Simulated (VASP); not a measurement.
# TaN (Amm2) in VASP: further runs, part 2 of 2

VASP 6.6.1. Earlier steps stand in the parts before.

## 3. Single point, PBE (atoms displaced along a vibrational mode)

File INCAR:

```
  ALGO = Normal
  EDIFF = 1E-6
  ENCUT = 520
  GGA = PE
  ISIF = 2
  ISMEAR = 0
  LASPH = T
  LCHARG = T
  LELF = T
  LREAL = F
  LVHAR = T
  LWAVE = F
  NBANDS = 24
  NELM = 80
  PREC = Accurate
  SIGMA = 0.15
```

File KPOINTS:

```
k-points
0
Gamma
  20 20 12
```

File POSCAR:

```
TaN
1.0
    0.0000000000      0.0000000000      2.8977716017
    2.9501846798      0.0000000000      0.0000000000
    0.0000000000      5.1098697572      0.0000000000
Ta N
2 2
Direct
    0.5000000000      0.0000000000      0.3346967365
    0.5000000000      0.5000000000      0.8346967365
    0.0000000000      0.5000000000      0.4823870266
    0.0000000000      0.0000000000     -0.0176129734
```

Potentials or basis: VASP PAW PBE potentials, release 64 (Ta_pv, N).

Command:

```
> cat potpaw_PBE.64/Ta_pv/POTCAR potpaw_PBE.64/N/POTCAR > POTCAR
> mpirun -np 1 vasp_std > vasp.out
```

OUTCAR:

```text
EDIFF = 1E-6
   ENCUT = 520
   GGA = PE
   ISIF = 2
   ISMEAR = 0
   LASPH = T
   LREAL = F
   NELM = 80
   PREC = Accurate

 ion  position               nearest neighbor table
   1  0.500  0.000  0.335-   3 2.20   3 2.20   3 2.20   3 2.20   4 2.31   4 2.31   2 2.95   2 2.95
                             2 2.95   2 2.95
   2  0.500  0.500  0.835-   4 2.20   4 2.20   4 2.20   4 2.20   3 2.31   3 2.31   1 2.95   1 2.95
                             1 2.95   1 2.95
   3  0.000  0.500  0.482-   1 2.20   1 2.20   1 2.20   1 2.20   2 2.31   2 2.31
   4  0.000  0.000  0.982-   2 2.20   2 2.20   2 2.20   2 2.20   1 2.31   1 2.31

  LATTYP: Found a simple orthorhombic cell.
 ALAT       =     2.8977716017
 B/A-ratio  =     1.0180873738
 C/A-ratio  =     1.7633790580

  Lattice vectors:

 A1 = (   0.0000000000,   0.0000000000,   2.8977716017)
 A2 = (   2.9501846798,   0.0000000000,   0.0000000000)
 A3 = (   0.0000000000,   5.1098697572,   0.0000000000)

Analysis of symmetry for initial positions (statically):
=====================================================================
[... 189 lines left out ...]
  ext. energy  EPLUGINS =         0.00000000
  ---------------------------------------------------
  free energy    TOTEN  =       -44.77847472 eV

  energy without entropy =      -44.77668107  energy(sigma->0) =      -44.77757789

 E-fermi :   8.1128     XC(G=0): -13.2701

 val. band max:        8.0908840074   @ k =   0.4000   0.0000   0.0000
 cond. band min:       8.1160083636   @ k =   0.5000   0.0000   0.0000
 fundamental gap:      0.0251243563
 Fermi energy:         8.1128021579

 k-point     1 :       0.0000    0.0000    0.0000
  band No.  band energies     occupation
      1     -27.4875      2.00000
      2     -26.7756      2.00000
      3     -26.7301      2.00000
      4     -26.6438      2.00000
      5     -26.5186      2.00000
      6     -26.5090      2.00000
[... 637 lines left out ...]
     23      12.4289      0.00000
     24      12.6197      0.00000

 [... further k-points ...]
[... 5 lines left out ...]
  --------------------------------------------------------------------------------------
  -------------------------------------------------------------------------------------
  Total        0.5841882      0.2065857      0.6996035      0.0000000      0.0000000      0.0000000
  in kB       21.4259536      7.5768305     25.6589789      0.0000000      0.0000000      0.0000000
  external PRESSURE =      18.2205877 kB  Pullay stress =       0.0000000 kB

 VOLUME and BASIS-vectors are now :
 -----------------------------------------------------------------------------
  energy-cutoff  :      520.00
  volume of cell :       43.68
      direct lattice vectors                 reciprocal lattice vectors
     0.000000000  0.000000000  2.897771602     0.000000000  0.000000000  0.345092760
     2.950184680  0.000000000  0.000000000     0.338961831  0.000000000  0.000000000
     0.000000000  5.109869757  0.000000000     0.000000000  0.195699704  0.000000000

 POSITION                                       TOTAL-FORCE (eV/Angst)
 -----------------------------------------------------------------------------------
      0.00000      1.71026      1.44889        -0.000000     -1.149485     -0.000000
      1.47509      4.26519      1.44889        -0.000000     -1.149485     -0.000000
      1.47509      2.46493      0.00000         0.000000      1.149485      0.000000
      0.00000      5.01987      0.00000         0.000000      1.149485      0.000000
 -----------------------------------------------------------------------------------
    total drift:                                0.000000      0.000119      0.000000

  FREE ENERGIE OF THE ION-ELECTRON SYSTEM (eV)
  ---------------------------------------------------
  free  energy   TOTEN  =       -44.7784747192 eV

  energy  without entropy=      -44.7766810691  energy(sigma->0) =      -44.77757789
```

It took 3.7 min on 1 thread of Intel Xeon 6975P-C (Granite Rapids), shared host; peak memory 0.77 GiB.

What came out:

```
Free energy            : -44.7785 eV
Pressure               : 1.8 GPa
Largest force          : 1.149 eV/Å
Band gap on the k mesh : zero (bands 16 and 17 overlap by 0.27 eV)
```

Forces in eV/Å, atoms in the order of the input:
```
Ta   0.000 -1.149  0.000
Ta   0.000 -1.149  0.000
N    0.000  1.149  0.000
N    0.000  1.149  0.000
```

Levels at points of the mesh, in eV from the Fermi level:
```
           k point  band 13  band 14  band 15  band 16  band 17  band 18  band 19  band 20
(0.00, 0.00, 0.00)    -4.04    -3.42    -3.23    -2.93     1.94     2.88     3.07     3.82
(0.50, 0.00, 0.00)    -4.21    -3.15    -0.20    -0.05     0.00     2.45     2.50     4.04
(0.00, 0.50, 0.00)    -4.92    -4.92    -1.20    -1.20     1.34     1.34     1.82     1.82
(0.50, 0.50, 0.00)    -4.12    -4.12    -1.04    -1.04     4.29     4.29     4.53     4.53
(0.00, 0.00, 0.50)    -3.72    -3.72    -3.14    -3.14     2.43     2.43     3.33     3.33
(0.50, 0.00, 0.50)    -4.95    -4.95    -1.46    -1.46     1.99     1.99     2.91     2.91
(0.00, 0.50, 0.50)    -3.93    -3.93    -2.58    -2.58     2.95     2.95     3.93     3.93
(0.50, 0.50, 0.50)    -5.43    -5.43    -0.60    -0.60     3.92     3.92     5.26     5.26
```

Caveat: the cell differs from its parent crystal (atoms displaced along a vibrational mode); spin-orbit coupling is left out, which moves the levels of the heavy elements; forces of over 1 eV/Å act on the atoms, so gaps and moduli don't describe the material at rest.

The gap in the log of VASP goes by the Fermi energy; the results here count the filled bands.